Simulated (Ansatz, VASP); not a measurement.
WSe2: VASP beside Ansatz

```
Se W
1.0
     3.28552    0.00000    0.00000
    -1.64276    2.98761    0.00000
     0.00000    0.00000   32.73749
Se W
2 1
Cartesian
  0.0000 1.9977 14.7142
  0.0000 1.9977 18.0233
  1.6428 0.9840 16.3687
```

Change from the starting cell: strain along y +0.050, atoms relaxed.

Alike in both runs: functional PBE; dispersion D3(BJ); k mesh 12 × 12 × 1; occupations gaussian, width 0.02 eV; no spin polarisation.

Ansatz relaxed the structure, and its values are those at the end. VASP's run is a single point on that final structure, the one shown.

```csv
,VASP,Ansatz
version,VASP 6.6.1,Ansatz 0.2.0
potentials or method,"VASP PAW PBE potentials, release 64 (Se, W_sv), cutoff 520 eV","scalar-relativistic, plane waves, PAW"
valence electrons in the cell,26,46
```

VASP gave:

- gap on the k mesh at the Fermi level (eV): 1.36
- least direct gap on the mesh (eV): 1.36
- rms of the force components (eV/Å): 0.019

Question: Which values does Ansatz return?

Answer: gap on the k mesh at the Fermi level (eV): 1.36; least direct gap on the mesh (eV): 1.36; rms of the force components (eV/Å): 0.003.

VASP's potentials hold 26 valence electrons a cell and Ansatz's 46, so a difference there can come from the potentials and not from the codes. Ansatz's warnings: stress scf threshold loose.

Spin-orbit coupling is off throughout.
